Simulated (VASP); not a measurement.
# Co (Fm-3m) in VASP: single point with r2SCAN

Aim: the single point of Co with r2SCAN.

Program: VASP 6.6.1. These are calculated values, not measurements. Logs are shortened: lines on timing, memory, paths and dates and some standing lists are left out, and cuts for length are marked.

**1. The cell of the first run**

It takes space group Fm-3m (No. 225, cubic). Conventional cell: a = 3.589 Å, b = 3.589 Å, c = 3.589 Å, α = 90.00°, β = 90.00°, γ = 90.00°. Within 3.3 Å of Co (site symmetry m-3m) lie 12 Co at 2.54 Å.

This isn't the form of Co at room conditions, which is hcp.

**2. Single point, r2SCAN, collinear spin, ferromagnetic start**

Contents of POSCAR:

```
Co
1.0
    0.0000000000      1.7945188200      1.7945188200
    1.7945188200      0.0000000000      1.7945188200
    1.7945188200      1.7945188200      0.0000000000
Co
1
Direct
    0.0000000000      0.0000000000      0.0000000000
```

Contents of INCAR.step1:

```
SYSTEM = Co
PREC = Accurate
ENCUT = 660
ISMEAR = -1
SIGMA = 0.1
LREAL = .False.
LASPH = .True.
NELM = 200
ISPIN = 2
MAGMOM = 1.8
LMAXMIX = 4
NBANDS = 14
GGA = PE
ALGO = Normal
EDIFF = 1E-5
LWAVE = .True.
LCHARG = .False.
GGA_COMPAT = .False.
```

Contents of INCAR.step2:

```
SYSTEM = Co
PREC = Accurate
ENCUT = 660
EDIFF = 1E-6
ISMEAR = -1
SIGMA = 0.1
LREAL = .False.
LASPH = .True.
NELM = 200
ALGO = Normal
ISIF = 2
LWAVE = .False.
LCHARG = .False.
ISPIN = 2
MAGMOM = 1.8
LORBIT = 11
LMAXMIX = 4
METAGGA = R2SCAN
LMIXTAU = .True.
NBANDS = 14
ISTART = 1
GGA_COMPAT = .False.
```

Contents of KPOINTS:

```
regular mesh
0
Gamma
  12 12 12
  0 0 0
```

Potentials or basis: VASP PAW PBE potentials, release 64 (Co).

The run is started by

```console
$ cat potpaw_PBE.64/Co/POTCAR > POTCAR
$ cp INCAR.step1 INCAR
$ mpirun -np 1 vasp_std > vasp.out
$ cp INCAR.step2 INCAR
$ mpirun -np 1 vasp_std > vasp.out
```

OUTCAR:

```text
SYSTEM = Co
   PREC = Accurate
   ENCUT = 660
   EDIFF = 1E-6
   ISMEAR = -1
   LREAL = .False.
   LASPH = .True.
   NELM = 200
   ISIF = 2
   ISPIN = 2
   LORBIT = 11
   METAGGA = R2SCAN
   ISTART = 1

 ion  position               nearest neighbor table
   1  0.000  0.000  0.000-

  LATTYP: Found a face centered cubic cell.
 ALAT       =     3.5890376400

  Lattice vectors:

 A1 = (   0.0000000000,   1.7945188200,   1.7945188200)
 A2 = (   1.7945188200,   0.0000000000,   1.7945188200)
 A3 = (   1.7945188200,   1.7945188200,   0.0000000000)

Analysis of symmetry for initial positions (statically):
=====================================================================
 Subroutine PRICEL returns:
 Original cell was already a primitive cell.

 Routine SETGRP: Setting up the symmetry group for a
 face centered cubic supercell.

 Subroutine GETGRP returns: Found 48 space group operations
 (whereof 48 operations were pure point group operations)
 out of a pool of 48 trial point group operations.

The static configuration has the point symmetry O_h .

Analysis of symmetry for dynamics (positions and initial velocities):
=====================================================================
 Subroutine PRICEL returns:
 Original cell was already a primitive cell.

 Routine SETGRP: Setting up the symmetry group for a
 face centered cubic supercell.

 Subroutine GETGRP returns: Found 48 space group operations
 (whereof 48 operations were pure point group operations)
 out of a pool of 48 trial point group operations.

The dynamic configuration has the point symmetry O_h .

Analysis of structural, dynamic, and magnetic symmetry:
=====================================================================
 Subroutine PRICEL returns:
 Original cell was already a primitive cell.

 Routine SETGRP: Setting up the symmetry group for a
 face centered cubic supercell.

 Subroutine GETGRP returns: Found 48 space group operations
 (whereof 48 operations were pure point group operations)
 out of a pool of 48 trial point group operations.

The overall configuration has the point symmetry O_h .

 Subroutine INISYM returns: Found 48 space group operations
 (whereof 48 operations are pure point group operations),
 and found     1 'primitive' translations

----------------------------------------------------------------------------------------

                                     Primitive cell

  volume of cell :      11.5578

  direct lattice vectors                    reciprocal lattice vectors
     0.000000000  1.794518820  1.794518820    -0.278626222  0.278626222  0.278626222
     1.794518820  0.000000000  1.794518820     0.278626222 -0.278626222  0.278626222
     1.794518820  1.794518820  0.000000000     0.278626222  0.278626222 -0.278626222

  length of vectors
     2.537832853  2.537832853  2.537832853     0.482594774  0.482594774  0.482594774

  position of ions in fractional coordinates (direct lattice)
     0.000000000  0.000000000  0.000000000

  ion indices of the primitive-cell ions
   primitive index   ion index
                 1           1

----------------------------------------------------------------------------------------

 KPOINTS: regular mesh

Automatic generation of k-mesh.
 Grid dimensions read from file:
 generate k-points for:   12   12   12

 Generating k-lattice:

  Cartesian coordinates                     Fractional coordinates (reciprocal lattice)
    -0.023218852  0.023218852  0.023218852     0.083333333  0.000000000  0.000000000
     0.023218852 -0.023218852  0.023218852     0.000000000  0.083333333  0.000000000
     0.023218852  0.023218852 -0.023218852     0.000000000  0.000000000  0.083333333

  Length of vectors
     0.040216231  0.040216231  0.040216231

  Shift w.r.t. Gamma in fractional coordinates (k-lattice)
     0.000000000  0.000000000  0.000000000

 Subroutine IBZKPT returns following result:
 ===========================================

 Found     72 irreducible k-points:

 Following reciprocal coordinates:
            Coordinates               Weight
  0.000000  0.000000  0.000000      1.000000
  0.083333  0.000000  0.000000      8.000000
  0.166667  0.000000  0.000000      8.000000
  0.250000  0.000000  0.000000      8.000000
  0.333333  0.000000  0.000000      8.000000
  0.416667  0.000000  0.000000      8.000000
[... 16 lines left out ...]
  0.500000  0.166667  0.000000     24.000000
 -0.416667  0.166667  0.000000     24.000000
 [... further k-points ...]
   k-points           NKPTS =     72   k-points in BZ     NKDIM =     72   number of bands    NBANDS=     14
   number of dos      NEDOS =    301   number of ions     NIONS =      1
   total plane-waves  NPLWV =  13824
   dimension x,y,z NGX =    24 NGY =   24 NGZ =   24
   dimension x,y,z NGXF=    48 NGYF=   48 NGZF=   48
   ions per type =               1
   NGX,Y,Z   is equivalent  to a cutoff of  15.72, 15.72, 15.72 a.u.
   NGXF,Y,Z  is equivalent  to a cutoff of  31.44, 31.44, 31.44 a.u.
 SYSTEM =  Co
   PREC   = accura    normal or accurate (medium, high low for compatibility)
   ISTART =      1    job   : 0-new  1-cont  2-samecut
   ICHARG =      0    charge: 1-file 2-atom 10-const
   ISPIN  =      2    spin polarized calculation?
   LNONCOLLINEAR =      F non collinear calculations
   LSORBIT =      F    spin-orbit coupling
   LASPH  =      T    aspherical Exc in radial PAW
   ENCUT  =  660.0 eV  48.51 Ry    6.96 a.u.   5.32  5.32  5.32*2*pi/ulx,y,z
   NELM   =    200;   NELMIN=  2; NELMDL=  0     # of ELM steps
   EDIFF  = 0.1E-05   stopping-criterion for ELM
   LREAL  =      F    real-space projection
   EDIFFG = 0.1E-04   stopping-criterion for IOM
   NSW    =      0    number of steps for IOM
   IBRION =     -1    ionic relax: 0-MD 1-quasi-New 2-CG
   NFREE  =      0    steps in history (QN), initial steepest desc. (CG)
   ISIF   =      2    stress and relaxation
   ISYM   =      2    0-nonsym 1-usesym 2-fastsym
   POTIM  = 0.5000    time-step for ionic-motion
   TEBEG  =    0.0;   TEEND  =   0.0 temperature during run
   PSTRESS=    0.0 pullay stress
   NELECT =       9.0000    total number of electrons
   NUPDOWN=      -1.0000    fix difference up-down
   EMIN   =  10.00;   EMAX   =-10.00  energy-range for DOS
   EFERMI =   0.00;   METHOD = LEGACY
   ISMEAR =    -1;   SIGMA  =   0.10  broadening in eV -4-tet -1-fermi 0-gaus
   EFERMI_NEDOS =   21; number of points for ismear=-14 and -15
   IALGO  =     38    algorithm
   IMIX   =      4    mixing-type and parameters
     AMIX     =   0.40;   BMIX     =  1.00
     AMIX_MAG =   1.60;   BMIX_MAG =  1.00
  volume/ion in A,a.u.               =      11.56        78.00
  Fermi-wavevector in a.u.,A,eV,Ry     =   1.506136  2.846185 30.864095  2.268447
  Thomas-Fermi vector in A             =   2.616894
   LORBIT       =     11    0 simple, 1 ext, 2 COOP (PROOUT), +10 PAW based schemes
   METAGGA = R2SCAN    functional components
   LHFCALC =     F    Hartree Fock is set to
   AEXX    =    0.0000 exact exchange contribution
   IVDW    =     0    specifies the selected vdW correction
   LEPSILON=     F    determine dielectric tensor
   LRPA    =     F    only Hartree local field effects (RPA)
 spin polarized calculation
  energy-cutoff  :      660.00
  volume of cell :       11.56
 maximum number of plane-waves:       459
 NGX is ok and might be reduce to    24
   NGX = 11   NGY = 11   NGZ = 11

 number of electron       9.0000002 magnetization       1.8253671

 Free energy of the ion-electron system (eV)
  ---------------------------------------------------
  ext. energy  EPLUGINS =         0.00000000
  ---------------------------------------------------
  free energy    TOTEN  =       -13.21857077 eV

  energy without entropy =      -13.19588382  energy(sigma->0) =      -13.20722729

 E-fermi :   9.7168     XC(G=0): -14.2344

 val. band max:        9.6843487167   @ k =   0.5000   0.2500   0.0000
 cond. band min:       9.7943759597   @ k =   0.5000   0.4167   0.0000
 fundamental gap:      0.1100272429
 Fermi energy:         9.7168476910

 spin component 1

 k-point     1 :       0.0000    0.0000    0.0000
  band No.  band energies     occupation
      1       0.4308      1.00000
      2       6.3533      1.00000
      3       6.3533      1.00000
      4       6.3533      1.00000
      5       6.8519      1.00000
      6       6.8520      1.00000
      7      32.7301      0.00000
      8      36.7377      0.00000
      9      36.7377      0.00000
     10      36.7378      0.00000
     11      39.4440      0.00000
     12      39.4440      0.00000
     13      39.4440      0.00000
     14      40.7158      0.00000
[... 375 lines left out ...]
 k-point    24 :      -0.4167    0.1667    0.0000
  band No.  band energies     occupation
      1       4.6288      1.00000
      2       5.5219      1.00000
      3       6.2782      1.00000
      4       6.6711      1.00000
      5       7.8871      1.00000
      6      11.3106      0.00000
      7      15.5105      0.00000
      8      25.9940      0.00000
      9      30.7950      0.00000
     10      31.9798      0.00000
     11      40.6047      0.00000
     12      40.8363      0.00000
     13      41.7618      0.00000
     14      48.6478      0.00000

 [... further k-points ...]

 spin component 2

 k-point     1 :       0.0000    0.0000    0.0000
  band No.  band energies     occupation
      1      -0.0305      1.00000
      2       8.2992      1.00000
      3       8.2995      1.00000
      4       8.2995      1.00000
      5      10.6993      0.00005
      6      10.6995      0.00005
      7      32.5862      0.00000
      8      37.7720      0.00000
      9      37.7721      0.00000
     10      37.7721      0.00000
     11      40.1009      0.00000
     12      40.1010      0.00000
     13      40.1011      0.00000
     14      42.4780      0.00000
[... 375 lines left out ...]
 k-point    24 :      -0.4167    0.1667    0.0000
  band No.  band energies     occupation
      1       5.7115      1.00000
      2       7.7611      1.00000
      3       8.2754      1.00000
      4       9.1847      0.99514
      5      10.8108      0.00002
      6      12.7175      0.00000
      7      16.6158      0.00000
      8      26.5435      0.00000
      9      31.6305      0.00000
     10      32.3322      0.00000
     11      41.7032      0.00000
     12      42.0309      0.00000
     13      48.3286      0.00000
     14      50.1458      0.00000

 [... further k-points ...]

------------------------ aborting loop because EDIFF is reached ----------------------------------------

  FORCE on cell =-STRESS in cart. coord.  units (eV):
  Direction    XX          YY          ZZ          XY          YZ          ZX
  --------------------------------------------------------------------------------------
  -------------------------------------------------------------------------------------
  Total       -0.8780486     -0.8780486     -0.8780486     -0.0000000      0.0000000      0.0000000
  in kB     -121.7180776   -121.7180776   -121.7180776     -0.0000000      0.0000000      0.0000000
  external PRESSURE =    -121.7180776 kB  Pullay stress =       0.0000000 kB

 VOLUME and BASIS-vectors are now :
 -----------------------------------------------------------------------------
  energy-cutoff  :      660.00
  volume of cell :       11.56
      direct lattice vectors                 reciprocal lattice vectors
     0.000000000  1.794518820  1.794518820    -0.278626222  0.278626222  0.278626222
     1.794518820  0.000000000  1.794518820     0.278626222 -0.278626222  0.278626222
     1.794518820  1.794518820  0.000000000     0.278626222  0.278626222 -0.278626222

 POSITION                                       TOTAL-FORCE (eV/Angst)
 -----------------------------------------------------------------------------------
      0.00000      0.00000      0.00000         0.000000      0.000000      0.000000
 -----------------------------------------------------------------------------------
    total drift:                               -0.000000      0.000000     -0.000000

  FREE ENERGIE OF THE ION-ELECTRON SYSTEM (eV)
  ---------------------------------------------------
  free  energy   TOTEN  =       -13.2185707652 eV

  energy  without entropy=      -13.1958838205  energy(sigma->0) =      -13.20722729

 total charge

# of ion       s       p       d       tot
------------------------------------------
    1        0.484   0.511   7.181   8.176

 magnetization (x)

# of ion       s       p       d       tot
------------------------------------------
    1       -0.002  -0.059   1.954   1.894
```

Wall time 1.9 min (1 thread of Intel Xeon 8259CL, shared host); peak memory 0.17 GiB.

Results:

- Free energy: -13.2186 eV
- Pressure: -12.2 GPa
- Net moment: 1.83 μB per cell
- Site moments: Co +1.89 μB
- Valence electrons inside the program's atomic spheres: Co 8.18

Levels at points of the mesh, in eV from the Fermi level:
Spin up:
| k point | band 3 | band 4 | band 5 | band 6 | band 7 | band 8 |
| --- | --- | --- | --- | --- | --- | --- |
| (0.00, 0.00, 0.00) | -3.36 | -3.36 | -2.86 | -2.86 | 23.01 | 27.02 |
| (0.50, 0.00, 0.00) | -3.76 | -1.75 | -1.75 | -0.60 | 5.29 | 21.62 |
| (0.50, 0.50, 0.00) | -2.17 | -1.36 | -1.36 | 2.14 | 8.63 | 14.47 |
Spin down:
```
           k point  band 1  band 2  band 3  band 4  band 5  band 6  band 7  band 8  band 9
(0.00, 0.00, 0.00)   -9.75   -1.42   -1.42   -1.42    0.98    0.98   22.87   28.06   28.06
(0.50, 0.00, 0.00)   -4.63   -1.07   -1.00   -1.00    1.29    1.29    6.57   21.30   25.22
(0.50, 0.50, 0.00)   -3.80   -3.64    0.90    0.90    1.84    1.90   10.22   14.92   14.92
```

Caveat: the cell stands under tension; the PAW data sets were made with another functional, which shifts forces and pressure a little.
